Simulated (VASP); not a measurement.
Wanted: the native input for a VASP 6.6.1 run.

```yaml
Task: single point
Functional: PBE
Dispersion: D3(BJ)
Potentials_or_basis: VASP PAW PBE potentials, release 64 (Pt)
Cutoff: 520 eV
k_mesh: 12 × 12 × 12
Occupations: fermi-dirac, width 0.05 eV
Spin: no spin polarisation
Dipole_correction: no
Further_INCAR_settings: ALGO = Normal; EDIFF = 1e-06; NBANDS = 11
```

The structure of Pt lies in POSCAR:

```
Pt
1.0
    0.0000000000      1.9647889995      1.9647889995
    1.9647889995      0.0000000000      1.9647889995
    1.9647889995      1.9647889995      0.0000000000
Pt
1
Direct
    0.0000000000      0.0000000000      0.0000000000
```

These files were run (other wordings do the same):

INCAR

```
SYSTEM = Pt
PREC = Accurate
ENCUT = 520
EDIFF = 1E-6
ISMEAR = -1
SIGMA = 0.05
LREAL = .FALSE.
LASPH = .TRUE.
NELM = 80
ALGO = Normal
ISIF = 2
LWAVE = .FALSE.
LCHARG = .TRUE.
GGA = PE
IVDW = 12
LELF = .TRUE.
LVHAR = .TRUE.
NBANDS = 11
```

KPOINTS

```
regular mesh
0
G
  12 12 12
  0 0 0
```

Potentials or basis: VASP PAW PBE potentials, release 64 (Pt).

The run is started by

```bash
$ cat potpaw_PBE.64/Pt/POTCAR > POTCAR
$ mpirun -np 1 vasp_std > vasp.out
```

Results of the run:

```
Pressure                   : -0.5 GPa
Band gap on the k mesh     : zero (band 5 reaches 11.65 eV, above the bottom of band 6 at 9.44 eV)
Dispersion energy per atom : -0.775 eV
```

Caveat: spin-orbit coupling is left out, which moves the levels of the heavy elements; pairwise dispersion overbinds metals, which lowers pressure and volume.

Run time: 6 s on 1 thread of Intel(R) Xeon(R) Platinum 8488C (Sapphire Rapids), with other jobs on the host, peak memory 0.15 GiB.
